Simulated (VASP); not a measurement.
Runs of VASP 6.6.1 on Pt. The structure is that of space group Fd-3m (No. 227), or close to it. The cells are those of the table. 

```csv
task,cell,cutoff (eV),gap on the mesh (eV),pressure (GPa)
single point,"a = 3.992 Å, angles 60.0°, 2 atoms",520,none,(a)
single point,"a = 4.221 Å, angles 60.0°, 2 atoms",520,none,-2.9
single point,"a = 4.275 Å, angles 60.0°, 2 atoms",520,none,-5.5
relaxation of cell and atoms,"relaxed from a = 3.863 Å, angles 60.0°, 2 atoms",600,none,0.0
single point,"a = 4.110 Å, angles 60.0°, 2 atoms",520,none,4.8
```

Alike in all rows: level BLYP; potentials or basis VASP PAW PBE potentials, release 64 (Pt); no spin polarisation; k mesh 10 × 10 × 10; smearing fermi-dirac 0.1 eV.

Q: Estimate the missing entries.

A: (a) 17.6.

Caveats: the PAW data sets were made with another functional, which shifts forces and pressure a little; spin-orbit coupling is left out, which moves the levels of the heavy elements.

A k mesh can miss the band edges, and the runs leave out spin-orbit coupling on Pt.

A gap of «none» marks levels without a gap at the run's occupations.
